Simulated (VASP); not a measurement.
Input of a VASP 6.6.1 run:

Contents of INCAR:

```
SYSTEM = Ru
ALGO     = Normal         ! electronic algorithm
EDIFF    = 1E-6           ! SCF threshold, eV
ENCUT    = 520            ! plane-wave cutoff, eV
GGA      = PE             ! functional
ISIF     = 2              ! what is computed and relaxed
ISMEAR   = -1             ! smearing method
LASPH    = .True.         ! aspherical terms in the spheres
LCHARG   = .True.         ! write CHGCAR
LELF     = .True.         ! ELF
LREAL    = .False.        ! projectors in reciprocal space
LVHAR    = .True.       
LWAVE    = .False.        ! write WAVECAR
NBANDS   = 13             ! bands
NELM     = 100            ! most SCF steps
PREC     = Accurate       ! precision mode
SIGMA    = 0.1            ! smearing width, eV
```

The input KPOINTS:

```
k-points
0
Gamma
  16 16 16
  0 0 0
```

POSCAR

```
Ru
1.0
   -1.5475110852      1.5475110852      1.5475110852
    1.5475110852     -1.5475110852      1.5475110852
    1.5475110852      1.5475110852     -1.5475110852
Ru
1
Direct
    0.0000000000      0.0000000000      0.0000000000
```

Potentials or basis: VASP PAW PBE potentials, release 64 (Ru_pv).

The run is started by

```sh
$ cat potpaw_PBE.64/Ru_pv/POTCAR > POTCAR
$ mpirun -np 1 vasp_std > vasp.out
```

Question: What does it give for the pressure?

Answer: -9.9 GPa.

Question: Estimate the band gap on the k mesh.

Answer: Zero (band 7 reaches 13.09 eV, above the bottom of band 8 at 9.94 eV).
